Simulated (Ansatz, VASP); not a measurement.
This is a calculation of C for Ansatz 0.2.0.

The input input.yaml:

```yaml
crystal:
  lattice:
    - [2.5552893324, 0.0, 0.0]
    - [-1.2776446662, 2.2129454759, 0.0]
    - [0.0, 0.0, 8.3454953252]
  atoms:
    - { symbol: C, position: [0.6666666667, 0.3333333333, 0.84375] }
    - { symbol: C, position: [0.3333333333, 0.6666666667, 0.34375] }
    - { symbol: C, position: [0.6666666667, 0.3333333333, 0.65625] }
    - { symbol: C, position: [0.3333333333, 0.6666666667, 0.15625] }
    - { symbol: C, position: [0.0, 0.0, 0.90625] }
    - { symbol: C, position: [0.0, 0.0, 0.40625] }
    - { symbol: C, position: [0.0, 0.0, 0.59375] }
    - { symbol: C, position: [0.0, 0.0, 0.09375] }
hamiltonian:
  xc: rpbe
  pseudopotentials: { kind: paw }
  dispersion: d3bj
kpoints:
  mp_grid: { grid: [12, 12, 4] }
scf:
  occupations: { method: fermi_dirac, width: 0.05 }
output:
  forces: true
  stress: true
  eigenvalues: true
```

Potentials or basis: Ansatz PAW.

Command:

```console
$ ansatz run input.yaml --threads 2 --pin off --max-ram 5120MiB --backend cpu --events-out ev --progress --plain --runs-dir out
```

Question: Translate it to VASP 6.6.1. Potentials there: VASP PAW PBE potentials, release 64 (C).

Answer: As run (the cutoff follows the program's own potentials):

Contents of INCAR:

```
SYSTEM = C
PREC = Accurate
ENCUT = 520
EDIFF = 1E-7
ISMEAR = -1
SIGMA = 0.05
LREAL = .False.
LASPH = .True.
NELM = 100
ALGO = Normal
ISIF = 2
LWAVE = .False.
LCHARG = .True.
GGA = RP
IVDW = 12
LELF = .True.
LVHAR = .True.
NBANDS = 26
```

File KPOINTS:

```
regular mesh
0
Gamma
  12 12 4
  0 0 0
```

Contents of POSCAR:

```
C
1.0
    2.5552893324      0.0000000000      0.0000000000
   -1.2776446662      2.2129454759      0.0000000000
    0.0000000000      0.0000000000      8.3454953252
C
8
Direct
    0.6666666667      0.3333333333      0.8437500000
    0.3333333333      0.6666666667      0.3437500000
    0.6666666667      0.3333333333      0.6562500000
    0.3333333333      0.6666666667      0.1562500000
    0.0000000000      0.0000000000      0.9062500000
    0.0000000000      0.0000000000      0.4062500000
    0.0000000000      0.0000000000      0.5937500000
    0.0000000000      0.0000000000      0.0937500000
```

Potentials or basis: VASP PAW PBE potentials, release 64 (C).

Launch:

```bash
$ cat potpaw_PBE.64/C/POTCAR > POTCAR
$ mpirun -np 1 vasp_std > vasp.out
```

Both were run:

|  | VASP | Ansatz | Ansatz less VASP |
| --- | --- | --- | --- |
| gap on the k mesh at the Fermi level (eV) | 4.32 | 4.34 | +0.014 |
| least direct gap on the mesh (eV) | 5.10 | 5.11 | +0.013 |
| pressure (GPa) | -24.8 | -25.2 | -0.40 |
| traceless stress, the component that is largest in VASP (GPa) | 7.41 | 7.41 | +0.003 |
| rms of the force components (eV/Å) | 0.176 | 0.176 | -0.0003 |

VASP's potentials were made for PBE, not for RPBE. Atom by atom the forces differ by 0.000 eV/Å (rms over components).
